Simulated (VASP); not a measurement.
# P in VASP: further runs

P is run at these levels: LDA, PBE+D3(BJ), PBE, r2SCAN; tasks: single point.

Everything below comes from runs of VASP 6.6.1. Logs are shortened: lines on timing, memory, paths and dates and some standing lists are left out, and cuts for length are marked.

## 1. The cell of the first run

The cell holds a slab with vacuum, 4 atoms: a = 3.271 Å, b = 4.366 Å, c = 30.338 Å, α = 90.00°, β = 90.00°, γ = 90.00°.

## 2. Single point, LDA

The input, INCAR:

```
SYSTEM = P
PREC = Accurate
ENCUT = 400
EDIFF = 1E-6
ISMEAR = 0
SIGMA = 0.02
LREAL = .False.
LASPH = .True.
NELM = 120
ALGO = Normal
ISIF = 2
LWAVE = .False.
LCHARG = .True.
LDIPOL = .True.
IDIPOL = 3
DIPOL = 0.5 0.5 0.500
LELF = .True.
LVHAR = .True.
LVACPOTAV = .True.
NBANDS = 18
GGA_COMPAT = .False.
NELMDL = -8
```

The input, KPOINTS:

```
Automatic mesh
0
Gamma
  10 8 1
  0 0 0
```

The input, POSCAR:

```
P
1.0
    3.2705866013      0.0000000000      0.0000000000
    0.0000000000      4.3660341398      0.0000000000
    0.0000000000      0.0000000000     30.3376758692
P
4
Direct
    0.0000000000      0.5810437498      0.4651972194
    0.5000000000      0.9189562502      0.4651972194
    0.5000000000      0.0810437498      0.5348027806
    0.0000000000      0.4189562502      0.5348027806
```

Potentials or basis: VASP PAW LDA potentials, release 64 (P).

On the command line:

```
> cat potpaw_LDA.64/P/POTCAR > POTCAR
> mpirun -np 1 vasp_std > vasp.out
```

OUTCAR:

```text
SYSTEM = P
   PREC = Accurate
   ENCUT = 400
   EDIFF = 1E-6
   ISMEAR = 0
   LREAL = .False.
   LASPH = .True.
   NELM = 120
   ISIF = 2
   NELMDL = -8

 ion  position               nearest neighbor table
   1  0.000  0.581  0.465-   2 2.20   2 2.20   4 2.23
   2  0.500  0.919  0.465-   1 2.20   1 2.20   3 2.23
   3  0.500  0.081  0.535-   4 2.20   4 2.20   2 2.23
   4  0.000  0.419  0.535-   3 2.20   3 2.20   1 2.23

  LATTYP: Found a simple orthorhombic cell.
 ALAT       =     3.2705866013
 B/A-ratio  =     1.3349391629
 C/A-ratio  =     9.2759127238

  Lattice vectors:

 A1 = (   3.2705866013,   0.0000000000,   0.0000000000)
 A2 = (   0.0000000000,   4.3660341398,   0.0000000000)
 A3 = (   0.0000000000,   0.0000000000,  30.3376758692)

Analysis of symmetry for initial positions (statically):
=====================================================================
 Subroutine PRICEL returns:
 Original cell was already a primitive cell.

 Routine SETGRP: Setting up the symmetry group for a
 simple orthorhombic supercell.

 Subroutine GETGRP returns: Found  8 space group operations
 (whereof  4 operations were pure point group operations)
 out of a pool of  8 trial point group operations.

The static configuration has the point symmetry C_2h.
 The point group associated with its full space group is D_2h.

Analysis of symmetry for dynamics (positions and initial velocities):
=====================================================================
 Subroutine PRICEL returns:
 Original cell was already a primitive cell.

 Routine SETGRP: Setting up the symmetry group for a
 simple orthorhombic supercell.

 Subroutine GETGRP returns: Found  8 space group operations
 (whereof  4 operations were pure point group operations)
 out of a pool of  8 trial point group operations.

The dynamic configuration has the point symmetry C_2h.
 The point group associated with its full space group is D_2h.

 Subroutine INISYM returns: Found  8 space group operations
 (whereof  4 operations are pure point group operations),
 and found     1 'primitive' translations

----------------------------------------------------------------------------------------

                                     Primitive cell

  volume of cell :     433.2066

  direct lattice vectors                    reciprocal lattice vectors
     3.270586601  0.000000000  0.000000000     0.305755548  0.000000000  0.000000000
     0.000000000  4.366034140  0.000000000     0.000000000  0.229040811  0.000000000
     0.000000000  0.000000000 30.337675869     0.000000000  0.000000000  0.032962314

  length of vectors
     3.270586601  4.366034140 30.337675869     0.305755548  0.229040811  0.032962314

  position of ions in fractional coordinates (direct lattice)
     0.000000000  0.581043750  0.465197219
     0.500000000  0.918956250  0.465197219
     0.500000000  0.081043750  0.534802781
     0.000000000  0.418956250  0.534802781

  ion indices of the primitive-cell ions
   primitive index   ion index
                 1           1
                 2           2
                 3           3
                 4           4

----------------------------------------------------------------------------------------

 KPOINTS: Automatic mesh

Automatic generation of k-mesh.
 Grid dimensions read from file:
 generate k-points for:   10    8    1

 Generating k-lattice:

  Cartesian coordinates                     Fractional coordinates (reciprocal lattice)
     0.030575555  0.000000000  0.000000000     0.100000000  0.000000000  0.000000000
     0.000000000  0.028630101  0.000000000     0.000000000  0.125000000  0.000000000
     0.000000000  0.000000000  0.032962314     0.000000000  0.000000000  1.000000000

  Length of vectors
     0.030575555  0.028630101  0.032962314

  Shift w.r.t. Gamma in fractional coordinates (k-lattice)
     0.000000000  0.000000000  0.000000000

 Subroutine IBZKPT returns following result:
 ===========================================

 Found     30 irreducible k-points:

 Following reciprocal coordinates:
            Coordinates               Weight
  0.000000  0.000000  0.000000      1.000000
  0.100000  0.000000  0.000000      2.000000
  0.200000  0.000000  0.000000      2.000000
  0.300000  0.000000  0.000000      2.000000
  0.400000  0.000000  0.000000      2.000000
  0.500000  0.000000  0.000000      1.000000
[... 16 lines left out ...]
  0.400000  0.375000  0.000000      4.000000
  0.500000  0.375000  0.000000      2.000000
 [... further k-points ...]
   k-points           NKPTS =     30   k-points in BZ     NKDIM =     30   number of bands    NBANDS=     18
   number of dos      NEDOS =    301   number of ions     NIONS =      4
   total plane-waves  NPLWV = 134400
   dimension x,y,z NGX =    24 NGY =   28 NGZ =  200
   dimension x,y,z NGXF=    48 NGYF=   56 NGZF=  400
   ions per type =               4
   NGX,Y,Z   is equivalent  to a cutoff of  12.20, 10.66, 10.96 a.u.
   NGXF,Y,Z  is equivalent  to a cutoff of  24.40, 21.32, 21.92 a.u.
 SYSTEM =  P
   PREC   = accura    normal or accurate (medium, high low for compatibility)
   ISTART =      0    job   : 0-new  1-cont  2-samecut
   ICHARG =      2    charge: 1-file 2-atom 10-const
   ISPIN  =      1    spin polarized calculation?
   LNONCOLLINEAR =      F non collinear calculations
   LSORBIT =      F    spin-orbit coupling
   LASPH  =      T    aspherical Exc in radial PAW
   ENCUT  =  400.0 eV  29.40 Ry    5.42 a.u.   5.33  7.12 49.47*2*pi/ulx,y,z
   NELM   =    120;   NELMIN=  2; NELMDL= -8     # of ELM steps
   EDIFF  = 0.1E-05   stopping-criterion for ELM
   LREAL  =      F    real-space projection
   EDIFFG = 0.1E-04   stopping-criterion for IOM
   NSW    =      0    number of steps for IOM
   IBRION =     -1    ionic relax: 0-MD 1-quasi-New 2-CG
   NFREE  =      0    steps in history (QN), initial steepest desc. (CG)
   ISIF   =      2    stress and relaxation
   ISYM   =      2    0-nonsym 1-usesym 2-fastsym
   POTIM  = 0.5000    time-step for ionic-motion
   TEBEG  =    0.0;   TEEND  =   0.0 temperature during run
   PSTRESS=    0.0 pullay stress
   NELECT =      20.0000    total number of electrons
   NUPDOWN=      -1.0000    fix difference up-down
   EMIN   =  10.00;   EMAX   =-10.00  energy-range for DOS
   EFERMI =   0.00;   METHOD = LEGACY
   ISMEAR =     0;   SIGMA  =   0.02  broadening in eV -4-tet -1-fermi 0-gaus
   EFERMI_NEDOS =   21; number of points for ismear=-14 and -15
   IALGO  =     38    algorithm
   IMIX   =      4    mixing-type and parameters
     AMIX     =   0.40;   BMIX     =  1.00
     AMIX_MAG =   1.60;   BMIX_MAG =  1.00
  volume/ion in A,a.u.               =     108.30       730.86
  Fermi-wavevector in a.u.,A,eV,Ry     =   0.587291  1.109819  4.692791  0.344910
  Thomas-Fermi vector in A             =   1.634107
   LORBIT       =      0    0 simple, 1 ext, 2 COOP (PROOUT), +10 PAW based schemes
   GGA     = CA    functional components
   LHFCALC =     F    Hartree Fock is set to
   AEXX    =    0.0000 exact exchange contribution
   IVDW    =     0    specifies the selected vdW correction
   LEPSILON=     F    determine dielectric tensor
   LRPA    =     F    only Hartree local field effects (RPA)
 non-spin polarized calculation
 Gauss-broadening in eV      SIGMA  =   0.02
  energy-cutoff  :      400.00
  volume of cell :      433.21
 maximum number of plane-waves:      7960
 NGX is ok and might be reduce to    24
   NGX = 11   NGY = 15   NGZ = 99

 dipolmoment           0.000000      0.000000     -0.000000 electrons x Angstroem

 number of electron      20.0000006 magnetization

 dipolmoment           0.000000      0.000000      0.000000 electrons x Angstroem

 Free energy of the ion-electron system (eV)
  ---------------------------------------------------
  ext. energy  EPLUGINS =         0.00000000
  ---------------------------------------------------
  free energy    TOTEN  =       -23.76017849 eV

  energy without entropy =      -23.76017849  energy(sigma->0) =      -23.76017849

 E-fermi :  -2.9924     XC(G=0):  -2.1313

 val. band max:       -3.0954459979   @ k =   0.0000   0.0000   0.0000
 cond. band min:      -2.5096035409   @ k =   0.0000   0.0000   0.0000
 fundamental gap:      0.5858424570
 Fermi energy:        -2.9923897715

 k-point     1 :       0.0000    0.0000    0.0000
  band No.  band energies     occupation
      1     -18.4743      2.00000
      2     -15.7601      2.00000
      3     -12.1151      2.00000
      4      -9.0546      2.00000
      5      -8.0175      2.00000
      6      -7.5255      2.00000
[... 10 lines left out ...]
     17       1.9840      0.00000
     18       2.1800      0.00000

 k-point     2 :       0.1000    0.0000    0.0000
  band No.  band energies     occupation
      1     -18.3521      2.00000
      2     -15.6336      2.00000
      3     -12.1890      2.00000
      4      -8.9574      2.00000
      5      -7.9065      2.00000
      6      -7.6671      2.00000
[... 10 lines left out ...]
     17       2.1252      0.00000
     18       2.2984      0.00000

 k-point     3 :       0.2000    0.0000    0.0000
  band No.  band energies     occupation
      1     -17.9879      2.00000
      2     -15.2554      2.00000
      3     -12.5327      2.00000
      4      -8.6793      2.00000
      5      -8.4839      2.00000
      6      -8.2346      2.00000
[... 10 lines left out ...]
     17       1.9248      0.00000
     18       2.3501      0.00000

 k-point     4 :       0.3000    0.0000    0.0000
  band No.  band energies     occupation
      1     -17.3888      2.00000
      2     -14.6289      2.00000
      3     -13.3288      2.00000
      4      -9.9028      2.00000
      5      -8.5826      2.00000
      6      -8.2765      2.00000
[... 10 lines left out ...]
     17       2.5235      0.00000
     18       2.5656      0.00000

 k-point     5 :       0.4000    0.0000    0.0000
  band No.  band energies     occupation
      1     -16.5699      2.00000
      2     -14.4306      2.00000
      3     -13.7606      2.00000
      4     -11.3579      2.00000
      5      -8.3663      2.00000
      6      -7.9264      2.00000
[... 10 lines left out ...]
     17       3.3301      0.00000
     18       3.3442      0.00000

 k-point     6 :       0.5000    0.0000    0.0000
  band No.  band energies     occupation
      1     -15.5617      2.00000
      2     -15.5617      2.00000
      3     -12.6626      2.00000
      4     -12.6626      2.00000
      5      -7.9803      2.00000
      6      -7.9803      2.00000
[... 10 lines left out ...]
     17       3.5987      0.00000
     18       3.5987      0.00000

 k-point     7 :       0.0000    0.1250    0.0000
  band No.  band energies     occupation
      1     -18.3853      2.00000
      2     -15.8435      2.00000
      3     -12.2684      2.00000
      4      -9.4045      2.00000
      5      -7.5810      2.00000
      6      -7.5604      2.00000
[... 10 lines left out ...]
     17       2.1059      0.00000
     18       2.3209      0.00000

 k-point     8 :       0.1000    0.1250    0.0000
  band No.  band energies     occupation
      1     -18.2635      2.00000
      2     -15.7195      2.00000
      3     -12.3061      2.00000
      4      -9.3326      2.00000
      5      -7.7940      2.00000
      6      -7.6033      2.00000
[... 10 lines left out ...]
     17       1.8857      0.00000
     18       2.2472      0.00000
[... 229 lines left out ...]
     17       2.4487      0.00000
     18       2.8752      0.00000

 k-point    20 :       0.1000    0.3750    0.0000
  band No.  band energies     occupation
      1     -17.5890      2.00000
      2     -16.4923      2.00000
      3     -12.2518      2.00000
      4     -11.0288      2.00000
      5      -7.1693      2.00000
      6      -6.8879      2.00000
[... 10 lines left out ...]
     17       2.5805      0.00000
     18       2.8920      0.00000

 k-point    21 :       0.2000    0.3750    0.0000
  band No.  band energies     occupation
      1     -17.2363      2.00000
      2     -16.1511      2.00000
      3     -12.1769      2.00000
      4     -10.9019      2.00000
      5      -8.5715      2.00000
      6      -7.8059      2.00000
[... 10 lines left out ...]
     17       2.5267      0.00000
     18       2.9574      0.00000

 k-point    22 :       0.3000    0.3750    0.0000
  band No.  band energies     occupation
      1     -16.6651      2.00000
      2     -15.6205      2.00000
      3     -12.3959      2.00000
      4     -11.1263      2.00000
      5      -9.3752      2.00000
      6      -8.6863      2.00000
[... 10 lines left out ...]
     17       3.4191      0.00000
     18       3.7308      0.00000

 k-point    23 :       0.4000    0.3750    0.0000
  band No.  band energies     occupation
      1     -15.9193      2.00000
      2     -15.0684      2.00000
      3     -12.9995      2.00000
      4     -12.0372      2.00000
      5      -9.2182      2.00000
      6      -8.4830      2.00000
[... 10 lines left out ...]
     17       3.4177      0.00000
     18       3.6779      0.00000

 k-point    24 :       0.5000    0.3750    0.0000
  band No.  band energies     occupation
      1     -15.1705      2.00000
      2     -15.1705      2.00000
      3     -12.9482      2.00000
      4     -12.9482      2.00000
      5      -8.4887      2.00000
      6      -8.4887      2.00000
[... 10 lines left out ...]
     17       2.9151      0.00000
     18       2.9151      0.00000

 [... further k-points ...]

------------------------ aborting loop because EDIFF is reached ----------------------------------------

  FORCE on cell =-STRESS in cart. coord.  units (eV):
  Direction    XX          YY          ZZ          XY          YZ          ZX
  --------------------------------------------------------------------------------------
  -------------------------------------------------------------------------------------
  Total       -0.1055779     -0.1362863     -0.1376980      0.0000000      0.0000000      0.0000000
  in kB       -0.3904706     -0.5040431     -0.5092641      0.0000000      0.0000000      0.0000000
  external PRESSURE =      -0.4679259 kB  Pullay stress =       0.0000000 kB

 VOLUME and BASIS-vectors are now :
 -----------------------------------------------------------------------------
  energy-cutoff  :      400.00
  volume of cell :      433.21
      direct lattice vectors                 reciprocal lattice vectors
     3.270586601  0.000000000  0.000000000     0.305755548  0.000000000  0.000000000
     0.000000000  4.366034140  0.000000000     0.000000000  0.229040811  0.000000000
     0.000000000  0.000000000 30.337675869     0.000000000  0.000000000  0.032962314

 POSITION                                       TOTAL-FORCE (eV/Angst)
 -----------------------------------------------------------------------------------
      0.00000      2.53686     14.11300        -0.000000      0.031693      0.030337
      1.63529      4.01219     14.11300        -0.000000     -0.031693      0.030337
      1.63529      0.35384     16.22467        -0.000000      0.031693     -0.030337
      0.00000      1.82918     16.22467         0.000000     -0.031693     -0.030337
 -----------------------------------------------------------------------------------
    total drift:                               -0.000000      0.000000     -0.000000

  FREE ENERGIE OF THE ION-ELECTRON SYSTEM (eV)
  ---------------------------------------------------
  free  energy   TOTEN  =       -23.7601784929 eV

  energy  without entropy=      -23.7601784929  energy(sigma->0) =      -23.76017849

 vacuum level on the upper side and lower side of the slab         1.946         1.946
```

It took 2.7 min on 1 thread of Intel Xeon 8259CL, shared host; peak memory 0.3 GiB.

What came out:

```
Free energy            : -23.7602 eV
Largest force          : 0.044 eV/Å
Band gap on the k mesh : 0.59 eV
```

Forces in eV/Å, atoms in the order of the input:
```
P    0.000  0.032  0.030
P    0.000 -0.032  0.030
P    0.000  0.032 -0.030
P    0.000 -0.032 -0.030
```

Caveat: semilocal functionals underestimate gaps, and a narrow one can read as zero.

(Continued in part 2 of 3.)
